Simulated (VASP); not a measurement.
Here is a VASP 6.6.1 calculation.

The input POSCAR:

```
AgRh
1.0
    2.7397608803      0.0000000000      0.0000000000
   -1.3698804401      2.3727025226      0.0000000000
    0.0000000000      0.0000000000      4.7366569494
Ag Rh
1 1
Direct
    0.0000000000      0.0000000000      0.5000000000
    0.6666666667      0.3333333333      0.0000000000
```

File INCAR.step1:

```
PREC = Accurate
ENCUT = 520
ISMEAR = 1
SIGMA = 0.15
LREAL = F
LASPH = T
NELM = 60
NBANDS = 20
GGA = PE
ALGO = Normal
EDIFF = 1E-4
LWAVE = T
LCHARG = F
```

INCAR.step2

```
PREC = Accurate
ENCUT = 520
EDIFF = 1E-7
ISMEAR = 1
SIGMA = 0.15
LREAL = F
LASPH = T
NELM = 60
ALGO = Normal
ISIF = 2
LWAVE = F
LCHARG = F
METAGGA = R2SCAN
LMIXTAU = T
NBANDS = 20
ISTART = 1
```

File KPOINTS:

```
regular mesh
0
Gamma
  12 12 6
```

Potentials or basis: VASP PAW PBE potentials, release 64 (Ag, Rh_pv).

Run with:

```console
$ cat potpaw_PBE.64/Ag/POTCAR potpaw_PBE.64/Rh_pv/POTCAR > POTCAR
$ cp INCAR.step1 INCAR
$ mpirun -np 1 vasp_std > vasp.out
$ cp INCAR.step2 INCAR
$ mpirun -np 1 vasp_std > vasp.out
```

Problem. What does it give for the pressure?

Solution. 0.6 GPa.

Problem. Estimate the band gap on the k mesh.

Solution. Zero (bands 13 and 14 overlap by 1.44 eV).

Stress tensor (GPa, compression positive):
```
0.75 0.00 0.00
0.00 0.75 0.00
0.00 0.00 0.40
```

Caveat: the PAW data sets were made with another functional, which shifts forces and pressure a little.
